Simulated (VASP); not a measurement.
Set up this calculation in VASP 6.6.1, as the native input.

```
Task                   : single point
Functional             : PBE
Potentials or basis    : VASP PAW PBE potentials, release 64 (Na_pv)
Cutoff                 : 520 eV
k mesh                 : 9 × 9 × 9
Occupations            : fermi-dirac, width 0.05 eV
Spin                   : no spin polarisation
Dipole correction      : no
Further INCAR settings : ALGO = Normal; EDIFF = 1e-06; NBANDS = 14
```

The structure of Na lies in POSCAR:

```
Na
1.0
    0.0000000000      3.0420980276      3.0420980276
    3.0420980276      0.0000000000      3.0420980276
    3.0420980276      3.0420980276      0.0000000000
Na
2
Direct
   -0.1250000000     -0.1250000000     -0.1250000000
    0.1250000000      0.1250000000      0.1250000000
```

This cell differs from its parent crystal: volume scaled by 0.52.

These files were run (other wordings do the same):

INCAR

```
PREC = Accurate ; ENCUT = 520
EDIFF = 1E-6 ; ISMEAR = -1
SIGMA = 0.05 ; LREAL = False
LASPH = True ; NELM = 60
ALGO = Normal ; ISIF = 2
LWAVE = False ; LCHARG = False
GGA = PE ; NBANDS = 14
```

KPOINTS

```
Automatic mesh
0
Gamma
  9 9 9
```

Potentials or basis: VASP PAW PBE potentials, release 64 (Na_pv).

Command:

```bash
$ cat potpaw_PBE.64/Na_pv/POTCAR > POTCAR
$ mpirun -np 1 vasp_std > vasp.out
```

It gave:

```yaml
Pressure: 6.0 GPa
Band_gap_on_the_k_mesh: zero (band 7 reaches 1.94 eV, above the bottom of band 8 at 0.90 eV)
```

Wall time 12 s on 1 thread of Intel(R) Xeon(R) Platinum 8488C (Sapphire Rapids), on a shared host, peak memory 0.16 GiB.
